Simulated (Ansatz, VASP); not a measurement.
**PtS2: VASP beside Ansatz**

```
CELL_PARAMETERS angstrom
3.57338 0.00000 0.00000
-1.78669 3.09464 0.00000
0.00000 0.00000 4.76079
ATOMIC_POSITIONS crystal
Pt 0.00000 0.00000 0.00000
S 0.33333 0.66667 0.25111
S 0.66667 0.33333 0.74889
```

Change from the starting cell: z stretched by +0.5 %, x and y held.

Alike in both runs: functional PBEsol; k mesh 10 × 10 × 6; no spin polarisation.

Ansatz relaxed the structure, and its values are those at the end. VASP's run is a single point on that final structure, the one shown.

|  | VASP | Ansatz |
| --- | --- | --- |
| version | VASP 6.6.1 | Ansatz 0.2.0 |
| potentials or method | VASP PAW PBE potentials, release 64 (Pt, S), cutoff 520 eV | all-electron LAPW, scalar-relativistic |
| occupations | gaussian, width 0.01 eV | fixed |

Ansatz gave:

| Property | Result |
| --- | --- |
| gap on the k mesh at the Fermi level (eV) | 0.20 |
| pressure (GPa) | 0.0 |
| rms of the force components (eV/Å) | 0.000 |

Which values does VASP return?

gap on the k mesh at the Fermi level (eV): 0.20; pressure (GPa): -0.3; rms of the force components (eV/Å): 0.011.

VASP's potentials were made for PBE, not for PBEsol. Ansatz ran all-electron here, and VASP with PAW potentials. Ansatz's warnings: metallic iterate.

Neither program's run includes spin-orbit coupling.
